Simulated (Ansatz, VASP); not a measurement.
# NbP: VASP and Ansatz over several settings

```
Nb P
1.0
    -1.67492    1.67492    5.74011
     1.67492   -1.67492    5.74011
     1.67492    1.67492   -5.74011
Nb P
2 2
Direct
  0.24988 0.74988 0.50000
  0.49988 0.49988 0.00000
  0.83275 0.33275 0.50000
  0.08275 0.08275 0.00000
```

Single points on this cell with VASP 6.6.1 and Ansatz 0.2.0. Each row is one pair of runs. Alike in all rows: spin: off; k mesh: 11 × 11 × 11; VASP's potentials, cutoff: VASP PAW PBE potentials, release 64 (Nb_sv, P), 520 eV; Ansatz's potentials, cutoff: Ansatz PAW, 420 eV.

| level | smearing | gap on the k mesh at the Fermi level (eV), VASP | gap on the k mesh at the Fermi level (eV), Ansatz | pressure (GPa), VASP | pressure (GPa), Ansatz | rms of the force components (eV/Å), VASP | rms of the force components (eV/Å), Ansatz |
| --- | --- | --- | --- | --- | --- | --- | --- |
| PBE | gaussian, width 0.011 eV | none | none | -1.5 | -1.1 | 0.011 | 0.011 |
| PBE | gaussian, width 0.027 eV | none | none | -1.5 | -1.1 | 0.011 | 0.011 |
| PBE | gaussian, width 0.028 eV | none | none | -1.5 | -1.1 | 0.011 | 0.011 |
| PBE | gaussian, width 0.014 eV | none | none | -1.5 | -1.1 | 0.011 | 0.011 |
| RPBE | gaussian, width 0.1 eV | none | none | 1.0 | 1.5 | 0.008 | 0.010 |
| PBE | gaussian, width 0.05 eV | none | none | -1.5 | -1.1 | 0.010 | 0.011 |

Pressure (GPa): the two programs differ by at most 0.54; rms of the force components (eV/Å): the two programs differ by at most 0.0013.

A gap of «none» marks a metal or a gap that the smearing closes.
